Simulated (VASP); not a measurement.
Write the native input for VASP 6.6.1 that does the following.

```yaml
Task: single point
Functional: PBE
Potentials_or_basis: VASP PAW PBE potentials, release 64 (Ru_pv)
Cutoff: 520 eV
k_mesh: 23 × 23 × 23
Occupations: fermi-dirac, width 0.1 eV
Spin: no spin polarisation
Dipole_correction: no
Further_INCAR_settings: ALGO = Normal; EDIFF = 1e-06; NBANDS = 13
```

The structure of Ru lies in POSCAR:

```
Ru
1.0
    0.0000000000      1.8538906539      1.8538906539
    1.8538906539      0.0000000000      1.8538906539
    1.8538906539      1.8538906539      0.0000000000
Ru
1
Direct
    0.0000000000      0.0000000000      0.0000000000
```

This cell differs from its parent crystal: volume scaled by 0.92.

One way to write it, as run:

INCAR

```
SYSTEM = Ru
PREC = Accurate ; ENCUT = 520
EDIFF = 1E-6 ; ISMEAR = -1
SIGMA = 0.1 ; LREAL = .False.
LASPH = .True. ; NELM = 100
ALGO = Normal ; ISIF = 2
LWAVE = .False. ; LCHARG = .True.
GGA = PE ; LELF = .True.
LVHAR = .True. ; NBANDS = 13
```

KPOINTS

```
regular mesh
0
Gamma
  23 23 23
  0 0 0
```

Potentials or basis: VASP PAW PBE potentials, release 64 (Ru_pv).

The run is started by

```sh
$ cat potpaw_PBE.64/Ru_pv/POTCAR > POTCAR
$ mpirun -np 1 vasp_std > vasp.out
```

Results of the run:

- Pressure: 30.9 GPa
- Band gap on the k mesh: zero (band 7 reaches 16.41 eV, above the bottom of band 8 at 12.57 eV)

It took 27 s on 1 thread of AMD EPYC 9R45 96-Core Processor (Zen 5), on a shared host, peak memory 0.14 GiB.
